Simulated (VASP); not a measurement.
Set up this calculation in VASP 6.6.1, as the native input.

| Quantity | Value |
| --- | --- |
| Task | single point |
| Functional | r2SCAN |
| Potentials or basis | VASP PAW PBE potentials, release 64 (Zr_sv, B) |
| Cutoff | 520 eV |
| k mesh | 6 × 6 × 6 |
| Occupations | gaussian, width 0.1 eV |
| Spin | no spin polarisation |
| Dipole correction | no |
| Further INCAR settings | ALGO = Normal; EDIFF = 1e-07; NBANDS = 20 |

The system is Zr2B.

```
Zr B
1.0
     4.15176    0.00000    0.00000
    -2.07588    3.59553    0.00000
     0.00000    0.00000    2.63924
Zr B
2 1
Direct
  0.33333 0.66667 0.50000
  0.66667 0.33333 0.50000
  0.00000 0.00000 0.00000
```

The input as run:

POSCAR

```
Zr2B
1.0
    4.1517637304      0.0000000000      0.0000000000
   -2.0758818652      3.5955328611      0.0000000000
    0.0000000000      0.0000000000      2.6392369711
Zr B
2 1
Direct
    0.3333333333      0.6666666667      0.5000000000
    0.6666666667      0.3333333333      0.5000000000
    0.0000000000      0.0000000000      0.0000000000
```

INCAR.step1

```
SYSTEM = Zr2B
ALGO = Normal ; EDIFF = 1E-4
ENCUT = 520 ; GGA = PE
ISMEAR = 0 ; LASPH = .TRUE.
LCHARG = .FALSE. ; LREAL = .FALSE.
LWAVE = .TRUE. ; NBANDS = 20
NELM = 100 ; PREC = Accurate
SIGMA = 0.1
```

INCAR.step2

```
SYSTEM = Zr2B
ALGO = Normal ; EDIFF = 1E-7
ENCUT = 520 ; ISIF = 2
ISMEAR = 0 ; ISTART = 1
LASPH = .TRUE. ; LCHARG = .TRUE.
LELF = .TRUE. ; LMIXTAU = .TRUE.
LREAL = .FALSE. ; LVHAR = .TRUE.
LWAVE = .FALSE. ; METAGGA = R2SCAN
NBANDS = 20 ; NELM = 100
PREC = Accurate ; SIGMA = 0.1
```

KPOINTS

```
k-points
0
G
  6 6 6
  0 0 0
```

Potentials or basis: VASP PAW PBE potentials, release 64 (Zr_sv, B).

The run is started by

```console
$ cat potpaw_PBE.64/Zr_sv/POTCAR potpaw_PBE.64/B/POTCAR > POTCAR
$ cp INCAR.step1 INCAR
$ mpirun -np 1 vasp_std > vasp.out
$ cp INCAR.step2 INCAR
$ mpirun -np 1 vasp_std > vasp.out
```

It gave:

- Pressure: 41.0 GPa

Caveat: the k points lie up to 0.40 Å⁻¹ apart; the PAW data sets were made with another functional, which shifts forces and pressure a little.

Wall time 42 s on 1 thread of Intel(R) Xeon(R) Platinum 8488C (Sapphire Rapids) (shared host), peak memory 0.17 GiB.
